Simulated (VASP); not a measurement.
Here is a VASP 6.6.1 calculation.

File INCAR:

```
SYSTEM = Si
  ALGO = Normal
  EDIFF = 1E-6
  ENCUT = 500
  GGA = PE
  GGA_COMPAT = .FALSE.
  ISIF = 2
  ISMEAR = 0
  LASPH = .TRUE.
  LCHARG = .TRUE.
  LELF = .TRUE.
  LREAL = .FALSE.
  LVHAR = .TRUE.
  LWAVE = .FALSE.
  NBANDS = 11
  NELM = 120
  PREC = Accurate
  SIGMA = 0.01
```

KPOINTS

```
k-points
0
G
  6 6 6
  0 0 0
```

Contents of POSCAR:

```
Si
1.0
    0.0000000000      2.8011540301      2.8011540301
    2.8011540301      0.0000000000      2.8011540301
    2.8011540301      2.8011540301      0.0000000000
Si
2
Direct
    0.7500000000      0.7500000000      0.7500000000
    0.5000000000      0.5000000000      0.5000000000
```

Potentials or basis: VASP PAW PBE potentials, release 64 (Si).

Run with:

```bash
$ cat potpaw_PBE.64/Si/POTCAR > POTCAR
$ mpirun -np 1 vasp_std > vasp.out
```

Task: What does it give for the band gap on the k mesh?

Result: 0.85 eV, indirect (least direct gap 2.33 eV).

Task: What does it give for the pressure?

Result: -5.5 GPa.

A k mesh can miss the band edges. PBE gaps usually lie below the measured ones, often by a third to a half.
